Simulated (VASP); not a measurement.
# TaN (C222_1) in VASP: notebook

The runs below take TaN through single point, with PBE.

All numbers are computed with VASP 6.6.1; they aren't measurements. Logs are shortened: lines on timing, memory, paths and dates and some standing lists are left out, and cuts for length are marked.

**1. The cell of the first run**

It takes space group C222_1 (No. 20, orthorhombic). Conventional cell: a = 2.917 Å, b = 5.052 Å, c = 5.914 Å, α = 90.00°, β = 90.00°, γ = 90.00°. Within 3.0 Å of Ta (site symmetry 2) lie 6 N at 2.21 to 2.27 Å and 8 Ta at 2.92 to 2.96 Å. Within 3.0 Å of N (site symmetry 2) lie 6 Ta at 2.21 to 2.27 Å and 6 N at 2.92 Å.

**2. Single point, PBE (atoms displaced along a vibrational mode)**

Contents of INCAR:

```
  ALGO = Normal
  EDIFF = 1E-6
  ENCUT = 520
  GGA = PE
  ISIF = 2
  ISMEAR = 0
  LASPH = True
  LCHARG = False
  LREAL = False
  LWAVE = False
  NBANDS = 24
  NELM = 60
  PREC = Accurate
  SIGMA = 0.15
```

Contents of KPOINTS:

```
k-points
0
Gamma
  15 15 8
```

Contents of POSCAR:

```
TaN
1.0
    2.9168996769      0.0000000000      0.0000000000
   -1.4584498385      2.5261092205      0.0000000000
    0.0000000000      0.0000000000      5.9142266377
Ta N
2 2
Direct
   -0.0171414877      0.0000000000      0.0000000000
    0.0171414877      0.0000000000      0.5000000000
    0.3333333333      0.6666666667      0.2500000000
    0.6666666667      0.3333333333      0.7500000000
```

Potentials or basis: VASP PAW PBE potentials, release 64 (Ta_pv, N).

On the command line:

```
cat potpaw_PBE.64/Ta_pv/POTCAR potpaw_PBE.64/N/POTCAR > POTCAR
mpirun -np 1 vasp_std > vasp.out
```

OUTCAR:

```text
EDIFF = 1E-6
   ENCUT = 520
   GGA = PE
   ISIF = 2
   ISMEAR = 0
   LASPH = True
   LREAL = False
   NELM = 60
   PREC = Accurate

 ion  position               nearest neighbor table
   1  0.983  0.000  0.000-   4 2.21   3 2.21   3 2.24   4 2.24   3 2.27   4 2.27   2 2.96   2 2.96

   2  0.017  0.000  0.500-   3 2.21   4 2.21   4 2.24   3 2.24   4 2.27   3 2.27   1 2.96   1 2.96

   3  0.333  0.667  0.250-   2 2.21   1 2.21   1 2.24   2 2.24   1 2.27   2 2.27
   4  0.667  0.333  0.750-   1 2.21   2 2.21   2 2.24   1 2.24   2 2.27   1 2.27

  LATTYP: Found a hexagonal cell.
 ALAT       =     2.9168996769
 C/A-ratio  =     2.0275728660

  Lattice vectors:

 A1 = (   2.9168996769,   0.0000000000,   0.0000000000)
 A2 = (  -1.4584498385,   2.5261092205,   0.0000000000)
 A3 = (   0.0000000000,   0.0000000000,   5.9142266377)

Analysis of symmetry for initial positions (statically):
=====================================================================
 Subroutine PRICEL returns:
 Original cell was already a primitive cell.

 Routine SETGRP: Setting up the symmetry group for a
 hexagonal supercell.

 Subroutine GETGRP returns: Found  4 space group operations
 (whereof  2 operations were pure point group operations)
 out of a pool of 24 trial point group operations.

The static configuration has the point symmetry C_2 .
 The point group associated with its full space group is D_2 .

Analysis of symmetry for dynamics (positions and initial velocities):
=====================================================================
 Subroutine PRICEL returns:
 Original cell was already a primitive cell.

 Routine SETGRP: Setting up the symmetry group for a
 hexagonal supercell.

 Subroutine GETGRP returns: Found  4 space group operations
 (whereof  2 operations were pure point group operations)
 out of a pool of 24 trial point group operations.

The dynamic configuration has the point symmetry C_2 .
 The point group associated with its full space group is D_2 .

 Subroutine INISYM returns: Found  4 space group operations
 (whereof  2 operations are pure point group operations),
 and found     1 'primitive' translations

----------------------------------------------------------------------------------------

                                     Primitive cell

  volume of cell :      43.5784

  direct lattice vectors                    reciprocal lattice vectors
     2.916899677  0.000000000  0.000000000     0.342829754  0.197932851  0.000000000
    -1.458449838  2.526109220  0.000000000     0.000000000  0.395865702  0.000000000
     0.000000000  0.000000000  5.914226638     0.000000000  0.000000000  0.169083815

  length of vectors
     2.916899677  2.916899677  5.914226638     0.395865702  0.395865702  0.169083815

  position of ions in fractional coordinates (direct lattice)
     0.982858512  0.000000000  0.000000000
     0.017141488  0.000000000  0.500000000
     0.333333333  0.666666667  0.250000000
     0.666666667  0.333333333  0.750000000

  ion indices of the primitive-cell ions
   primitive index   ion index
                 1           1
                 2           2
                 3           3
                 4           4

----------------------------------------------------------------------------------------

 KPOINTS: k-points

Automatic generation of k-mesh.
 Grid dimensions read from file:
 generate k-points for:   15   15    8

 Generating k-lattice:

  Cartesian coordinates                     Fractional coordinates (reciprocal lattice)
     0.022855317  0.013195523  0.000000000     0.066666667  0.000000000  0.000000000
     0.000000000  0.026391047  0.000000000     0.000000000  0.066666667  0.000000000
     0.000000000  0.000000000  0.021135477     0.000000000  0.000000000  0.125000000

  Length of vectors
     0.026391047  0.026391047  0.021135477

  Shift w.r.t. Gamma in fractional coordinates (k-lattice)
     0.000000000  0.000000000  0.000000000

 Subroutine IBZKPT returns following result:
 ===========================================

 Found    320 irreducible k-points:

 Following reciprocal coordinates:
            Coordinates               Weight
  0.000000  0.000000  0.000000      1.000000
  0.066667 -0.000000  0.000000      4.000000
  0.000000  0.066667  0.000000      2.000000
  0.133333 -0.000000  0.000000      4.000000
  0.000000  0.133333  0.000000      2.000000
  0.200000  0.000000  0.000000      4.000000
[... 16 lines left out ...]
 -0.266667  0.200000  0.000000      4.000000
  0.266667  0.066667  0.000000      4.000000
 [... further k-points ...]
   k-points           NKPTS =    320   k-points in BZ     NKDIM =    320   number of bands    NBANDS=     24
   number of dos      NEDOS =    301   number of ions     NIONS =      4
   total plane-waves  NPLWV =  27648
   dimension x,y,z NGX =    24 NGY =   24 NGZ =   48
   dimension x,y,z NGXF=    48 NGYF=   48 NGZF=   96
   ions per type =               2   2
   NGX,Y,Z   is equivalent  to a cutoff of  13.68, 13.68, 13.49 a.u.
   NGXF,Y,Z  is equivalent  to a cutoff of  27.36, 27.36, 26.99 a.u.
 SYSTEM =  unknown system
   PREC   = accura    normal or accurate (medium, high low for compatibility)
   ISTART =      0    job   : 0-new  1-cont  2-samecut
   ICHARG =      2    charge: 1-file 2-atom 10-const
   ISPIN  =      1    spin polarized calculation?
   LNONCOLLINEAR =      F non collinear calculations
   LSORBIT =      F    spin-orbit coupling
   LASPH  =      T    aspherical Exc in radial PAW
   ENCUT  =  520.0 eV  38.22 Ry    6.18 a.u.   5.42  5.42 11.00*2*pi/ulx,y,z
   NELM   =     60;   NELMIN=  2; NELMDL= -5     # of ELM steps
   EDIFF  = 0.1E-05   stopping-criterion for ELM
   LREAL  =      F    real-space projection
   EDIFFG = 0.1E-04   stopping-criterion for IOM
   NSW    =      0    number of steps for IOM
   IBRION =     -1    ionic relax: 0-MD 1-quasi-New 2-CG
   NFREE  =      0    steps in history (QN), initial steepest desc. (CG)
   ISIF   =      2    stress and relaxation
   ISYM   =      2    0-nonsym 1-usesym 2-fastsym
   POTIM  = 0.5000    time-step for ionic-motion
   TEBEG  =    0.0;   TEEND  =   0.0 temperature during run
   PSTRESS=    0.0 pullay stress
   NELECT =      32.0000    total number of electrons
   NUPDOWN=      -1.0000    fix difference up-down
   EMIN   =  10.00;   EMAX   =-10.00  energy-range for DOS
   EFERMI =   0.00;   METHOD = LEGACY
   ISMEAR =     0;   SIGMA  =   0.15  broadening in eV -4-tet -1-fermi 0-gaus
   EFERMI_NEDOS =   21; number of points for ismear=-14 and -15
   IALGO  =     38    algorithm
   IMIX   =      4    mixing-type and parameters
     AMIX     =   0.40;   BMIX     =  1.00
     AMIX_MAG =   1.60;   BMIX_MAG =  1.00
  volume/ion in A,a.u.               =      10.89        73.52
  Fermi-wavevector in a.u.,A,eV,Ry     =   1.476956  2.791043 29.679746  2.181400
  Thomas-Fermi vector in A             =   2.591419
   LORBIT       =      0    0 simple, 1 ext, 2 COOP (PROOUT), +10 PAW based schemes
   GGA     = PE    functional components
   LHFCALC =     F    Hartree Fock is set to
   AEXX    =    0.0000 exact exchange contribution
   IVDW    =     0    specifies the selected vdW correction
   LEPSILON=     F    determine dielectric tensor
   LRPA    =     F    only Hartree local field effects (RPA)
 non-spin polarized calculation
 Gauss-broadening in eV      SIGMA  =   0.15
  energy-cutoff  :      520.00
  volume of cell :       43.58
 maximum number of plane-waves:      1221
 NGX is ok and might be reduce to    24
   NGX = 11   NGY = 11   NGZ = 21

 number of electron      32.0000003 magnetization

 Free energy of the ion-electron system (eV)
  ---------------------------------------------------
  ext. energy  EPLUGINS =         0.00000000
  ---------------------------------------------------
  free energy    TOTEN  =       -43.99659717 eV

  energy without entropy =      -43.98470566  energy(sigma->0) =      -43.99065141

 E-fermi :   8.1636     XC(G=0): -13.2873

 val. band max:        8.1342637434   @ k =   0.0667   0.0667   0.1250
 cond. band min:       8.1664756446   @ k =   0.2667   0.2667   0.1250
 fundamental gap:      0.0322119012
 Fermi energy:         8.1635973979

 k-point     1 :       0.0000    0.0000    0.0000
  band No.  band energies     occupation
      1     -27.4542      2.00000
      2     -26.7089      2.00000
      3     -26.4530      2.00000
      4     -26.4519      2.00000
      5     -26.3938      2.00000
      6     -26.3917      2.00000
[... 16 lines left out ...]
     23      12.1271      0.00000
     24      14.1089      0.00000

 k-point     2 :       0.0667   -0.0000    0.0000
  band No.  band energies     occupation
      1     -27.4429      2.00000
      2     -26.7023      2.00000
      3     -26.5036      2.00000
      4     -26.4630      2.00000
      5     -26.4399      2.00000
      6     -26.4024      2.00000
[... 16 lines left out ...]
     23      12.1532      0.00000
     24      13.9208      0.00000

 k-point     3 :       0.0000    0.0667    0.0000
  band No.  band energies     occupation
      1     -27.4429      2.00000
      2     -26.7023      2.00000
      3     -26.5027      2.00000
      4     -26.4639      2.00000
      5     -26.4383      2.00000
      6     -26.4040      2.00000
[... 16 lines left out ...]
     23      12.1726      0.00000
     24      13.9221      0.00000
[... 514 lines left out ...]
 k-point    23 :      -0.2667    0.2000    0.0000
  band No.  band energies     occupation
      1     -27.3296      2.00000
      2     -26.9729      2.00000
      3     -26.8737      2.00000
      4     -26.6365      2.00000
      5     -26.5813      2.00000
      6     -26.5132      2.00000
[... 16 lines left out ...]
     23      13.4510      0.00000
     24      14.1057      0.00000

 k-point    24 :       0.2667    0.0667    0.0000
  band No.  band energies     occupation
      1     -27.2766      2.00000
      2     -27.1807      2.00000
      3     -27.0690      2.00000
      4     -26.6374      2.00000
      5     -26.6050      2.00000
      6     -26.5657      2.00000
[... 16 lines left out ...]
     23      14.1375      0.00000
     24      14.6567      0.00000

 [... further k-points ...]

------------------------ aborting loop because EDIFF is reached ----------------------------------------

  FORCE on cell =-STRESS in cart. coord.  units (eV):
  Direction    XX          YY          ZZ          XY          YZ          ZX
  --------------------------------------------------------------------------------------
  -------------------------------------------------------------------------------------
  Total        0.3273686      0.2847856      0.3712135     -0.0000000      0.0000000      0.0000000
  in kB       12.0358301     10.4702478     13.6478023     -0.0000000      0.0000000      0.0000000
  external PRESSURE =      12.0512934 kB  Pullay stress =       0.0000000 kB

 VOLUME and BASIS-vectors are now :
 -----------------------------------------------------------------------------
  energy-cutoff  :      520.00
  volume of cell :       43.58
      direct lattice vectors                 reciprocal lattice vectors
     2.916899677  0.000000000  0.000000000     0.342829754  0.197932851  0.000000000
    -1.458449838  2.526109220  0.000000000     0.000000000  0.395865702  0.000000000
     0.000000000  0.000000000  5.914226638     0.000000000  0.000000000  0.169083815

 POSITION                                       TOTAL-FORCE (eV/Angst)
 -----------------------------------------------------------------------------------
      2.86690      0.00000      0.00000         0.666848     -0.000000      0.000000
      0.05000      0.00000      2.95711        -0.666848     -0.000000      0.000000
     -0.00000      1.68407      1.47856         0.000000     -0.012847      0.000000
      1.45845      0.84204      4.43567        -0.000000      0.012847      0.000000
 -----------------------------------------------------------------------------------
    total drift:                               -0.000000     -0.000000      0.000000

  FREE ENERGIE OF THE ION-ELECTRON SYSTEM (eV)
  ---------------------------------------------------
  free  energy   TOTEN  =       -43.9965971717 eV

  energy  without entropy=      -43.9847056565  energy(sigma->0) =      -43.99065141
```

Run time: 1.9 min. Hardware: 1 thread of Intel Xeon 6975P-C (Granite Rapids), shared host; peak memory 0.39 GiB.

Results:

```
Free energy            : -43.9966 eV
Pressure               : 1.2 GPa
Largest force          : 0.667 eV/Å
Band gap on the k mesh : zero (bands 16 and 17 overlap by 0.94 eV)
```

Forces in eV/Å, atoms in the order of the input:
```
Ta   0.667  0.000  0.000
Ta  -0.667  0.000  0.000
N    0.000 -0.013  0.000
N    0.000  0.013  0.000
```

Stress tensor (GPa, compression positive):
```
1.20 0.00 0.00
0.00 1.05 0.00
0.00 0.00 1.36
```

Caveat: the cell differs from its parent crystal (atoms displaced along a vibrational mode); spin-orbit coupling is left out, which moves the levels of the heavy elements.

**3. Single point, PBE (atoms displaced along a vibrational mode, the cell strained)**

Contents of INCAR:

```
ALGO = Normal
EDIFF = 1E-6
ENCUT = 520
GGA = PE
ISIF = 2
ISMEAR = 0
LASPH = T
LCHARG = T
LELF = T
LREAL = F
LVHAR = T
LWAVE = F
NBANDS = 24
NELM = 80
PREC = Accurate
SIGMA = 0.15
```

KPOINTS is that of step 2.

POSCAR, as its differences from that of step 2:

```diff
@@ -2,4 +2,4 @@
 1.0
-    2.9168996769      0.0000000000      0.0000000000
-   -1.4584498385      2.5261092205      0.0000000000
+    2.9556944426      0.0000000000      0.0000000000
+   -1.4778472213      2.5597064731      0.0000000000
     0.0000000000      0.0000000000      5.9142266377
```

Potentials or basis: VASP PAW PBE potentials, release 64 (Ta_pv, N).

On the command line:

```
cat potpaw_PBE.64/Ta_pv/POTCAR potpaw_PBE.64/N/POTCAR > POTCAR
mpirun -np 1 vasp_std > vasp.out
```

Run time: 1.9 min. Hardware: 1 thread of Intel Xeon 6975P-C (Granite Rapids), shared host; peak memory 0.4 GiB.

It converged, with:

```yaml
Free_energy: -43.9684 eV
Pressure: -6.7 GPa
Largest_force: 0.621 eV/Å
Band_gap_on_the_k_mesh: zero (bands 16 and 17 overlap by 0.88 eV)
```

Forces on the atoms (eV/Å):
```
Ta   0.621  0.000  0.000
Ta  -0.621  0.000  0.000
N    0.000 -0.012  0.000
N    0.000  0.012  0.000
```

Stress tensor (GPa, compression positive):
```
-8.78  0.00  0.00
 0.00 -8.93  0.00
 0.00  0.00 -2.39
```

Levels at points of the mesh, in eV from the Fermi level:
```
           k point  band 12  band 13  band 14  band 15  band 16  band 17  band 18  band 19  band 20  band 21
(0.00, 0.00, 0.00)    -4.16    -3.45    -2.09    -2.08    -0.25    -0.24     0.45     0.46     2.43     2.75
(0.00, 0.00, 0.50)    -3.90    -3.90    -3.90    -0.59    -0.59     0.91     0.91     0.91     0.91     4.13
```

Caveat: the cell differs from its parent crystal (atoms displaced along a vibrational mode, the cell strained); the stress differs along the axes, from -9 to -2 GPa; spin-orbit coupling is left out, which moves the levels of the heavy elements.

The gap in the log of VASP goes by the Fermi energy; the results here count the filled bands.